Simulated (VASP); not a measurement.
Write the native input for VASP 6.6.1 that does the following.

```yaml
Task: single point
Functional: PBE
Potentials_or_basis: VASP PAW PBE potentials, release 64 (Y_sv, B)
Cutoff: 520 eV
k_mesh: 6 × 6 × 4
Occupations: gaussian, width 0.1 eV
Spin: no spin polarisation
Dipole_correction: no
Further_INCAR_settings: ALGO = Fast; EDIFF = 1e-06; NBANDS = 28
```

The structure of Y3B2 lies in POSCAR:

```
Y3B2
1.0
    4.9187814022      0.0000000030      0.0000000000
   -2.4593907037      4.2597896485      0.0000000000
    0.0000000000      0.0000000000      5.1251593294
Y B
3 2
Direct
    0.3333333333      0.6666666667      0.8740275545
    0.6666666667      0.3333333333      0.8740275545
    0.0000000000      0.0000000000      0.3740192664
    0.3333333333      0.6666666667      0.3740183623
    0.6666666667      0.3333333333      0.3740183623
```

The cell was generated, and may not be a known phase.

One way to write it, as run:

INCAR

```
  ALGO = Fast
  EDIFF = 1E-6
  ENCUT = 520
  GGA = PE
  ISIF = 2
  ISMEAR = 0
  LASPH = T
  LCHARG = T
  LELF = T
  LREAL = F
  LVHAR = T
  LWAVE = F
  NBANDS = 28
  NELM = 60
  PREC = Accurate
  SIGMA = 0.1
```

KPOINTS

```
k-points
0
Gamma
  6 6 4
```

Potentials or basis: VASP PAW PBE potentials, release 64 (Y_sv, B).

Run with:

```console
$ cat potpaw_PBE.64/Y_sv/POTCAR potpaw_PBE.64/B/POTCAR > POTCAR
$ mpirun -np 1 vasp_std > vasp.out
```

Results of the run:

- Pressure: 0.0 GPa
- Band gap on the k mesh: zero (an odd number of electrons rules out a gap without spin polarisation)

It took 88 s on 1 thread of Oxide Virtual Turin-like Processor (shared host), peak memory 0.24 GiB.
